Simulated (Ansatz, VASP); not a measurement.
# Cr: VASP beside Ansatz

INCAR

```
SYSTEM = Cr
PREC = Accurate
ENCUT = 520
EDIFF = 1E-6
ISMEAR = 1
SIGMA = 0.03
LREAL = .FALSE.
LASPH = .TRUE.
NELM = 80
ALGO = Normal
ISIF = 2
LWAVE = .FALSE.
LCHARG = .FALSE.
GGA = PE
NBANDS = 12
```

File KPOINTS:

```
regular mesh
0
G
  15 15 15
  0 0 0
```

Contents of POSCAR:

```
Cr
1.0
   -1.4243177237      1.4243177237      1.4243177237
    1.4243177237     -1.4243177237      1.4243177237
    1.4243177237      1.4243177237     -1.4243177237
Cr
1
Direct
    0.0000000000      0.0000000000      0.0000000000
```

Input for Ansatz:

```yaml
crystal:
  lattice:
    - [-1.4243177237, 1.4243177237, 1.4243177237]
    - [1.4243177237, -1.4243177237, 1.4243177237]
    - [1.4243177237, 1.4243177237, -1.4243177237]
  atoms:
    - { symbol: Cr, position: [0.0, 0.0, 0.0] }
hamiltonian:
  xc: pbe
  pseudopotentials:
    kind: paw
    azcp:
      Cr: "pseudopotentials/Cr.paw.azcp"
basis:
  ecutwfc: 420
  fft_grid_basis: typed
kpoints:
  mp_grid: { grid: [15, 15, 15], shift: [0, 0, 0] }
magnetization:
  spin_polarized: false
scf:
  occupations: { method: cold, width: 0.03 }
  lower_state_search: "off"
output:
  stress: true
```

Alike in both runs: task single point; functional PBE; k mesh 15 × 15 × 15; no spin polarisation.

```csv
,VASP,Ansatz
version,VASP 6.6.1,Ansatz 0.2.0
potentials or method,"VASP PAW PBE potentials, release 64 (Cr_pv), cutoff 520 eV","plane waves (420 eV) with PAW, scalar-relativistic"
occupations,"methfessel-paxton of order 1, width 0.03 eV","cold, width 0.03 eV"
valence electrons in the cell,12,14
```

```tsv
	VASP	Ansatz	Ansatz less VASP
pressure (GPa)	-0.9	-0.3	+0.56
```

VASP's potentials hold 12 valence electrons a cell and Ansatz's 14, so a difference there can come from the potentials and not from the codes.
